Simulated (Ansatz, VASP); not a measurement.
**One calculation of LiF, two programs**

POSCAR

```
LiF
1.0
    2.7757075659      0.0000000000      0.0000000000
   -1.3878537829      2.4038332655      0.0000000000
    0.0000000000      0.0000000000      4.7826938440
Li F
2 2
Direct
    0.0000000000      0.0000000000      0.0000000000
    0.0000000000      0.0000000000      0.5000000000
    0.3333333333      0.6666666667      0.2500000000
    0.6666666667      0.3333333333      0.7500000000
```

File INCAR.step1:

```
PREC = Accurate
ENCUT = 520
EDIFF = 1E-5
ISMEAR = 0
SIGMA = 0.01
LREAL = False
LASPH = True
NELM = 80
ALGO = Normal
ISIF = 2
LWAVE = True
LCHARG = False
NBANDS = 18
GGA = PE
```

The input INCAR.step2:

```
PREC = Accurate
ENCUT = 520
EDIFF = 1E-7
ISMEAR = 0
SIGMA = 0.01
LREAL = False
LASPH = True
NELM = 80
ALGO = Normal
ISIF = 2
LWAVE = False
LCHARG = False
GGA = PE
LHFCALC = True
HFSCREEN = 0.2079
PRECFOCK = Normal
NBANDS = 18
ISTART = 1
```

Contents of KPOINTS:

```
Automatic mesh
0
Gamma
  6 6 2
```

Input for Ansatz:

```yaml
crystal:
  lattice:
    - [2.7757075659, 0.0, 0.0]
    - [-1.3878537829, 2.4038332655, 0.0]
    - [0.0, 0.0, 4.782693844]
  atoms:
    - { symbol: Li, position: [0.0, 0.0, 0.0] }
    - { symbol: Li, position: [0.0, 0.0, 0.5] }
    - { symbol: F, position: [0.3333333333, 0.6666666667, 0.25] }
    - { symbol: F, position: [0.6666666667, 0.3333333333, 0.75] }
kpoints:
  mp_grid: { grid: [6, 6, 2] }
hamiltonian:
  xc: hse06
scf:
  occupations: { method: fixed }
  n_extra_bands: 5
output:
  forces: true
  stress: true
  eigenvalues: true
basis:
  xc_grid: 3
```

Alike in both runs: task single point; functional HSE06; k mesh 6 × 6 × 2; no spin polarisation.

```csv
,VASP,Ansatz
version,VASP 6.6.1,Ansatz 0.2.0
potentials or method,"VASP PAW PBE potentials, release 64 (Li_sv, F)",plane waves
plane-wave cutoff (eV),520,420
occupations,"gaussian, width 0.01 eV",fixed
valence electrons in the cell,20,20
```

|  | VASP | Ansatz | Ansatz less VASP |
| --- | --- | --- | --- |
| gap on the k mesh at the Fermi level (eV) | 11.53 | 11.54 | +0.007 |

Ansatz's warnings: stress exchange threshold loose, stress scf threshold loose.

The k mesh is coarse, so the values compare programs but aren't converged. Noted on VASP's run: the cutoff is short for stress, so the pressure is rough.
